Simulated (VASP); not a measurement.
# Fe (Fd-3m) in VASP: further runs

The runs below take Fe through single point, with PBE.

All numbers are computed with VASP 6.6.1; they aren't measurements. Logs are shortened: lines on timing, memory, paths and dates and some standing lists are left out, and cuts for length are marked.

## Step 1: The cell of the first run

Symmetry: Fd-3m, No. 227, cubic system. The conventional cell has a = 4.873 Å, b = 4.873 Å, c = 4.873 Å, α = 90.00°, β = 90.00°, γ = 90.00°. Within 2.8 Å of Fe (site symmetry -43m) lie 4 Fe at 2.11 Å.

## Step 2: Single point, PBE, non-collinear spin, typed start, spin-orbit coupling

Contents of INCAR:

```
ALGO = Normal
EDIFF = 1E-6
ENCUT = 520
GGA = PE
GGA_COMPAT = False
ISIF = 2
ISMEAR = -1
LASPH = True
LCHARG = True
LMAXMIX = 4
LORBIT = 11
LORBMOM = True
LREAL = False
LSORBIT = True
LVHAR = True
LWAVE = False
MAGMOM = 0 0 2.5 0 0 2.5
NBANDS = 28
NELM = 150
PREC = Accurate
SIGMA = 0.05
```

Contents of KPOINTS:

```
k-points
0
Gamma
  11 11 11
```

Contents of POSCAR:

```
Fe
1.0
    0.0000000000      2.4366706268      2.4366706268
    2.4366706268      0.0000000000      2.4366706268
    2.4366706268      2.4366706268      0.0000000000
Fe
2
Direct
    0.1250000000      0.1250000000      0.1250000000
    0.8750000000      0.8750000000      0.8750000000
```

Potentials or basis: VASP PAW PBE potentials, release 64 (Fe).

Run with:

```console
$ cat potpaw_PBE.64/Fe/POTCAR > POTCAR
$ mpirun -np 1 vasp_ncl > vasp.out
```

OUTCAR:

```text
EDIFF = 1E-6
   ENCUT = 520
   GGA = PE
   ISIF = 2
   ISMEAR = -1
   LASPH = True
   LORBIT = 11
   LREAL = False
   LSORBIT = True
   NELM = 150
   PREC = Accurate

 ion  position               nearest neighbor table
   1  0.125  0.125  0.125-   2 2.11   2 2.11   2 2.11   2 2.11
   2  0.875  0.875  0.875-   1 2.11   1 2.11   1 2.11   1 2.11

  LATTYP: Found a face centered cubic cell.
 ALAT       =     4.8733412536

  Lattice vectors:

 A1 = (   0.0000000000,   2.4366706268,   2.4366706268)
 A2 = (   2.4366706268,   0.0000000000,   2.4366706268)
 A3 = (   2.4366706268,   2.4366706268,   0.0000000000)

Analysis of symmetry for initial positions (statically):
=====================================================================
 Subroutine PRICEL returns:
 Original cell was already a primitive cell.

 Routine SETGRP: Setting up the symmetry group for a
 face centered cubic supercell.

 Subroutine GETGRP returns: Found 48 space group operations
 (whereof 12 operations were pure point group operations)
 out of a pool of 48 trial point group operations.

The static configuration has the point symmetry D_3d.
 The point group associated with its full space group is O_h .

Analysis of symmetry for dynamics (positions and initial velocities):
=====================================================================
 Subroutine PRICEL returns:
 Original cell was already a primitive cell.

 Routine SETGRP: Setting up the symmetry group for a
 face centered cubic supercell.

 Subroutine GETGRP returns: Found 48 space group operations
 (whereof 12 operations were pure point group operations)
 out of a pool of 48 trial point group operations.

The dynamic configuration has the point symmetry D_3d.
 The point group associated with its full space group is O_h .

Analysis of structural, dynamic, and magnetic symmetry:
=====================================================================
 Subroutine PRICEL returns:
 Original cell was already a primitive cell.

 Routine SETGRP: Setting up the symmetry group for a
 face centered cubic supercell.

 Subroutine GETGRP returns: Found  8 space group operations
 (whereof  2 operations were pure point group operations)
 out of a pool of 48 trial point group operations.

The overall configuration has the point symmetry S_2 .
 The point group associated with its full space group is C_4h.

 Subroutine INISYM returns: Found  8 space group operations
 (whereof  2 operations are pure point group operations),
 and found     1 'primitive' translations

----------------------------------------------------------------------------------------

                                     Primitive cell

  volume of cell :      28.9348

  direct lattice vectors                    reciprocal lattice vectors
     0.000000000  2.436670627  2.436670627    -0.205198025  0.205198025  0.205198025
     2.436670627  0.000000000  2.436670627     0.205198025 -0.205198025  0.205198025
     2.436670627  2.436670627  0.000000000     0.205198025  0.205198025 -0.205198025

  length of vectors
     3.445972647  3.445972647  3.445972647     0.355413405  0.355413405  0.355413405

  position of ions in fractional coordinates (direct lattice)
     0.125000000  0.125000000  0.125000000
     0.875000000  0.875000000  0.875000000

  ion indices of the primitive-cell ions
   primitive index   ion index
                 1           1
                 2           2

----------------------------------------------------------------------------------------

 KPOINTS: k-points

Automatic generation of k-mesh.
 Grid dimensions read from file:
 generate k-points for:   11   11   11

[... 91 lines left out ...]
   IVDW    =     0    specifies the selected vdW correction
   LEPSILON=     F    determine dielectric tensor
   LRPA    =     F    only Hartree local field effects (RPA)
  energy-cutoff  :      520.00
  volume of cell :       28.93
 maximum number of plane-waves:      1582
 NGX is ok and might be reduce to    28
   NGX = 13   NGY = 13   NGZ = 13

 number of electron      16.0000007 magnetization      -0.0000000     -0.0000000      0.0192326

 number of electron      16.0000007 magnetization       0.0000000      0.0000000      0.0188572

 number of electron      16.0000007 magnetization      -0.0000000      0.0000000      0.0168253

 Free energy of the ion-electron system (eV)
  ---------------------------------------------------
  ext. energy  EPLUGINS =         0.00000000
  ---------------------------------------------------
  free energy    TOTEN  =       -14.01444027 eV

  energy without entropy =      -13.99237678  energy(sigma->0) =      -14.00340853

 E-fermi :   3.5990     XC(G=0): -11.5148

 val. band max:        3.5969949415   @ k =   0.2727   0.0909   0.3636
 cond. band min:       3.6001186297   @ k =  -0.0909   0.1818   0.3636
 fundamental gap:      0.0031236882
 Fermi energy:         3.5990387337

 k-point     1 :       0.0000    0.0000    0.0000
  band No.  band energies     occupation
      1      -3.0531      1.00000
      2      -3.0528      1.00000
      3       0.8535      1.00000
      4       0.8535      1.00000
      5       0.8658      1.00000
      6       0.8658      1.00000
[... 733 lines left out ...]
     27      14.5842      0.00000
     28      14.5871      0.00000

 [... further k-points ...]
[... 5 lines left out ...]
  --------------------------------------------------------------------------------------
  -------------------------------------------------------------------------------------
  Total       -0.2521770     -0.2521770     -0.2521758     -0.0000000      0.0000000      0.0000000
  in kB      -13.9635416    -13.9635416    -13.9634751     -0.0000021      0.0000000      0.0000000
  external PRESSURE =     -13.9635194 kB  Pullay stress =       0.0000000 kB

 VOLUME and BASIS-vectors are now :
 -----------------------------------------------------------------------------
  energy-cutoff  :      520.00
  volume of cell :       28.93
      direct lattice vectors                 reciprocal lattice vectors
     0.000000000  2.436670627  2.436670627    -0.205198025  0.205198025  0.205198025
     2.436670627  0.000000000  2.436670627     0.205198025 -0.205198025  0.205198025
     2.436670627  2.436670627  0.000000000     0.205198025  0.205198025 -0.205198025

 POSITION                                       TOTAL-FORCE (eV/Angst)
 -----------------------------------------------------------------------------------
      0.60917      0.60917      0.60917        -0.000000     -0.000000      0.000000
      4.26417      4.26417      4.26417         0.000000      0.000000      0.000000
 -----------------------------------------------------------------------------------
    total drift:                                0.000000     -0.000000     -0.000000

  FREE ENERGIE OF THE ION-ELECTRON SYSTEM (eV)
  ---------------------------------------------------
  free  energy   TOTEN  =       -14.0144402735 eV

  energy  without entropy=      -13.9923767830  energy(sigma->0) =      -14.00340853

 orbital moment (x)

 # of ion     p       d       tot
 ----------------------------------------
  1         0.000   0.000   0.000
  2         0.000  -0.000  -0.000
 ----------------------------------------
            0.000  -0.000  -0.000

 orbital moment (y)

 # of ion     p       d       tot
 ----------------------------------------
  1         0.000  -0.000  -0.000
  2         0.000   0.000   0.000
 ----------------------------------------
            0.000  -0.000  -0.000

 orbital moment (z)

 # of ion     p       d       tot
 ----------------------------------------
  1        -0.000   0.000   0.000
  2        -0.000   0.000   0.000
 ----------------------------------------
           -0.000   0.000   0.000

 Spin-Orbit-Coupling matrix elements

 Ion:    1  E_soc:     -0.0125626
 l=   1
     0.0000000    -0.0002781    -0.0002781
    -0.0002781     0.0000000    -0.0002781
    -0.0002781    -0.0002781     0.0000000
 l=   2
     0.0000000    -0.0004001     0.0000000    -0.0004001    -0.0014156
    -0.0004001     0.0000000    -0.0010617    -0.0004001    -0.0003539
     0.0000000    -0.0010617     0.0000000    -0.0010617     0.0000000
    -0.0004001    -0.0004001    -0.0010617     0.0000000    -0.0003539
    -0.0014156    -0.0003539     0.0000000    -0.0003539     0.0000000
 l=   3
     0.0000000     0.0000000     0.0000000     0.0000000     0.0000000     0.0000000     0.0000000
     0.0000000     0.0000000     0.0000000     0.0000000     0.0000000     0.0000000     0.0000000
     0.0000000     0.0000000     0.0000000     0.0000000     0.0000000     0.0000000     0.0000000
     0.0000000     0.0000000     0.0000000     0.0000000     0.0000000     0.0000000     0.0000000
     0.0000000     0.0000000     0.0000000     0.0000000     0.0000000     0.0000000     0.0000000
     0.0000000     0.0000000     0.0000000     0.0000000     0.0000000     0.0000000     0.0000000
     0.0000000     0.0000000     0.0000000     0.0000000     0.0000000     0.0000000     0.0000000

 Ion:    2  E_soc:     -0.0125626
 l=   1
     0.0000000    -0.0002781    -0.0002781
    -0.0002781     0.0000000    -0.0002781
    -0.0002781    -0.0002781     0.0000000
 l=   2
     0.0000000    -0.0004001     0.0000000    -0.0004001    -0.0014156
    -0.0004001     0.0000000    -0.0010617    -0.0004001    -0.0003539
     0.0000000    -0.0010617     0.0000000    -0.0010617     0.0000000
    -0.0004001    -0.0004001    -0.0010617     0.0000000    -0.0003539
    -0.0014156    -0.0003539     0.0000000    -0.0003539     0.0000000
 l=   3
     0.0000000     0.0000000     0.0000000     0.0000000     0.0000000     0.0000000     0.0000000
     0.0000000     0.0000000     0.0000000     0.0000000     0.0000000     0.0000000     0.0000000
     0.0000000     0.0000000     0.0000000     0.0000000     0.0000000     0.0000000     0.0000000
     0.0000000     0.0000000     0.0000000     0.0000000     0.0000000     0.0000000     0.0000000
     0.0000000     0.0000000     0.0000000     0.0000000     0.0000000     0.0000000     0.0000000
     0.0000000     0.0000000     0.0000000     0.0000000     0.0000000     0.0000000     0.0000000
     0.0000000     0.0000000     0.0000000     0.0000000     0.0000000     0.0000000     0.0000000

 total charge

# of ion       s       p       d       tot
------------------------------------------
    1        0.584   0.436   6.460   7.481
    2        0.584   0.436   6.460   7.481
--------------------------------------------------
tot          1.168   0.873  12.921  14.961

 magnetization (x)

# of ion       s       p       d       tot
------------------------------------------
    1       -0.000  -0.000   0.000  -0.000
    2       -0.000   0.000   0.000  -0.000
--------------------------------------------------
tot         -0.000  -0.000   0.000  -0.000

 magnetization (y)

# of ion       s       p       d       tot
------------------------------------------
    1        0.000   0.000   0.000   0.000
    2        0.000   0.000   0.000   0.000
--------------------------------------------------
tot          0.000   0.000   0.000   0.000

 magnetization (z)

# of ion       s       p       d       tot
------------------------------------------
    1       -0.000   0.000   0.009   0.008
    2       -0.000   0.000   0.009   0.008
--------------------------------------------------
tot         -0.001   0.000   0.017   0.017
```

Wall time 2.5 min (1 thread of Intel Xeon 6975P-C (Granite Rapids), shared host); peak memory 0.38 GiB.

What came out:

```yaml
Free_energy: -14.0144 eV
Pressure: -1.4 GPa
Net_moment: 0.02 μB per cell
Valence_electrons_inside_the_program's_atomic_spheres: Fe 7.48
```

Moments on the atoms (μB; x, y, z):
```
Fe  0.00 0.00 0.01
Fe  0.00 0.00 0.01
```

Caveat: the starting moments collapsed, and a magnetic state may lie lower.

## Step 3: Single point, PBE

Contents of INCAR:

```
SYSTEM = Fe
  PREC = Accurate
  ENCUT = 520
  EDIFF = 1E-6
  ISMEAR = -1
  SIGMA = 0.1
  LREAL = .False.
  LASPH = .True.
  NELM = 80
  ALGO = Normal
  ISIF = 2
  LWAVE = .False.
  LCHARG = .False.
  GGA = PE
  NBANDS = 15
```

Contents of KPOINTS:

```
regular mesh
0
Gamma
  11 11 11
  0 0 0
```

Contents of POSCAR:

```
Fe
1.0
    0.0000000000      2.4377993968      2.4377993968
    2.4377993968      0.0000000000      2.4377993968
    2.4377993968      2.4377993968      0.0000000000
Fe
2
Direct
    0.1250000000      0.1250000000      0.1250000000
    0.8750000000      0.8750000000      0.8750000000
```

Potentials or basis: VASP PAW PBE potentials, release 64 (Fe).

Run with:

```console
$ cat potpaw_PBE.64/Fe/POTCAR > POTCAR
$ mpirun -np 1 vasp_std > vasp.out
```

OUTCAR:

```text
SYSTEM = Fe
   PREC = Accurate
   ENCUT = 520
   EDIFF = 1E-6
   ISMEAR = -1
   LREAL = .False.
   LASPH = .True.
   NELM = 80
   ISIF = 2
   GGA = PE

 ion  position               nearest neighbor table
   1  0.125  0.125  0.125-   2 2.11   2 2.11   2 2.11   2 2.11
   2  0.875  0.875  0.875-   1 2.11   1 2.11   1 2.11   1 2.11

  LATTYP: Found a face centered cubic cell.
 ALAT       =     4.8755987936

  Lattice vectors:

 A1 = (   0.0000000000,   2.4377993968,   2.4377993968)
[... 611 lines left out ...]
     10       4.4080      0.00058
     11       4.9727      0.00000
     12      10.8974      0.00000
     13      11.0255      0.00000
     14      15.9243      0.00000
     15      16.8748      0.00000

 [... further k-points ...]
[... 5 lines left out ...]
  --------------------------------------------------------------------------------------
  -------------------------------------------------------------------------------------
  Total       -0.2565410     -0.2565410     -0.2565410     -0.0000000     -0.0000000      0.0000000
  in kB      -14.1854590    -14.1854590    -14.1854590     -0.0000000     -0.0000000      0.0000000
  external PRESSURE =     -14.1854590 kB  Pullay stress =       0.0000000 kB

 VOLUME and BASIS-vectors are now :
 -----------------------------------------------------------------------------
  energy-cutoff  :      520.00
  volume of cell :       28.98
      direct lattice vectors                 reciprocal lattice vectors
     0.000000000  2.437799397  2.437799397    -0.205103012  0.205103012  0.205103012
     2.437799397  0.000000000  2.437799397     0.205103012 -0.205103012  0.205103012
     2.437799397  2.437799397  0.000000000     0.205103012  0.205103012 -0.205103012

 POSITION                                       TOTAL-FORCE (eV/Angst)
 -----------------------------------------------------------------------------------
      0.60945      0.60945      0.60945         0.000000      0.000000      0.000000
      4.26615      4.26615      4.26615        -0.000000     -0.000000     -0.000000
 -----------------------------------------------------------------------------------
    total drift:                                0.000000     -0.000000     -0.000000

  FREE ENERGIE OF THE ION-ELECTRON SYSTEM (eV)
  ---------------------------------------------------
  free  energy   TOTEN  =       -14.0335890751 eV

  energy  without entropy=      -13.9489580569  energy(sigma->0) =      -13.99127357
```

OSZICAR:

```text
N       E                     dE             d eps       ncg     rms          rms(c)
DAV:   1     0.819996450428E+02    0.82000E+02   -0.69638E+03  1688   0.128E+03
DAV:   2    -0.133766256266E+02   -0.95376E+02   -0.83403E+02  1687   0.234E+02
DAV:   3    -0.156478426412E+02   -0.22712E+01   -0.21711E+01  1911   0.536E+01
DAV:   4    -0.156645963107E+02   -0.16754E-01   -0.16751E-01  1995   0.399E+00
DAV:   5    -0.156648506862E+02   -0.25438E-03   -0.25438E-03  1960   0.486E-01    0.119E+01
DAV:   6    -0.143690328925E+02    0.12958E+01   -0.97925E+00  1981   0.600E+01    0.344E+00
DAV:   7    -0.140541054863E+02    0.31493E+00   -0.12189E+00  2044   0.210E+01    0.141E+00
DAV:   8    -0.140358763835E+02    0.18229E-01   -0.12541E-02  2123   0.170E+00    0.502E-01
DAV:   9    -0.140336311883E+02    0.22452E-02   -0.22561E-03  2280   0.585E-01    0.612E-02
DAV:  10    -0.140335921383E+02    0.39050E-04   -0.68930E-05  2011   0.146E-01    0.144E-02
DAV:  11    -0.140335889255E+02    0.32128E-05   -0.35430E-06  1764   0.210E-02    0.151E-03
DAV:  12    -0.140335890751E+02   -0.14959E-06   -0.51621E-08   966   0.308E-03
   1 F= -.14033589E+02 E0= -.13991274E+02  d E =-.846310E-01
```

stdout:

```text
POSCAR found type information on POSCAR Fe
 POSCAR found :  1 types and       2 ions
 scaLAPACK will be used
 LDA part: xc-table for (Slater+PW92), standard interpolation
 POSCAR, INCAR and KPOINTS ok, starting setup
 FFT: planning ... GRIDC
 FFT: planning ... GRID_SOFT
 FFT: planning ... GRID
 WAVECAR not read
 entering main loop
```

Run time: 21 s. Hardware: 1 thread of Intel Xeon 6975P-C, shared host; peak memory 0.16 GiB.

What came out:

| Quantity | Value |
| --- | --- |
| Free energy | -14.0336 eV |
| Pressure | -1.4 GPa |
| Band gap on the k mesh | zero (band 8 reaches 3.84 eV, above the bottom of band 9 at 3.18 eV) |

Levels at points of the mesh, in eV from the Fermi level:
```csv
k point,band 6,band 7,band 8,band 9,band 10,band 11
"(0.00, 0.00, 0.00)",-2.44,-0.40,-0.40,-0.40,1.22,1.22
```

Caveat: the run has no spin polarisation, though such a crystal can be magnetic.

(Continued in part 2 of 2.)
